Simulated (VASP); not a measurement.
Set up this calculation in VASP 6.6.1, as the native input.

| Item | Value |
| --- | --- |
| Task | single point |
| Functional | revPBE |
| Dispersion | D4 |
| Potentials or basis | VASP PAW PBE potentials, release 64 (Be, Te) |
| Cutoff | 600 eV |
| k mesh | 8 × 8 × 8 |
| Occupations | gaussian, width 0.05 eV |
| Spin | no spin polarisation |
| Dipole correction | no |
| Further INCAR settings | ALGO = Normal; EDIFF = 1e-06; NBANDS = 11 |

The structure of BeTe lies in POSCAR:

```
BeTe
1.0
    0.0000000000      2.8248675235      2.8248675235
    2.8248675235      0.0000000000      2.8248675235
    2.8248675235      2.8248675235      0.0000000000
Be Te
1 1
Direct
    0.0000000000      0.0000000000      0.0000000000
    0.7500000000      0.7500000000      0.7500000000
```

This cell differs from its parent crystal: volume scaled by 1.04.

The input as run:

INCAR

```
ALGO = Normal
EDIFF = 1E-6
ENCUT = 600
GGA = RE
GGA_COMPAT = F
ISIF = 2
ISMEAR = 0
IVDW = 13
LASPH = T
LCHARG = F
LREAL = F
LWAVE = F
NBANDS = 11
NELM = 120
PREC = Accurate
SIGMA = 0.05
```

KPOINTS

```
k-points
0
Gamma
  8 8 8
```

Potentials or basis: VASP PAW PBE potentials, release 64 (Be, Te).

Launch:

```bash
$ cat potpaw_PBE.64/Be/POTCAR potpaw_PBE.64/Te/POTCAR > POTCAR
$ mpirun -np 1 vasp_std > vasp.out
```

Results of the run:

```json
{
 "Pressure": "-2.1 GPa",
 "Band gap on the k mesh": "2.06 eV, indirect (least direct gap 3.64 eV)",
 "Dispersion energy per atom": "-0.536 eV"
}
```

Caveat: the PAW data sets were made with another functional, which shifts forces and pressure a little; spin-orbit coupling is left out, which moves the levels of the heavy elements.

It took 17 s on 1 thread of Intel Xeon 8259CL, on a shared host, peak memory 0.18 GiB.
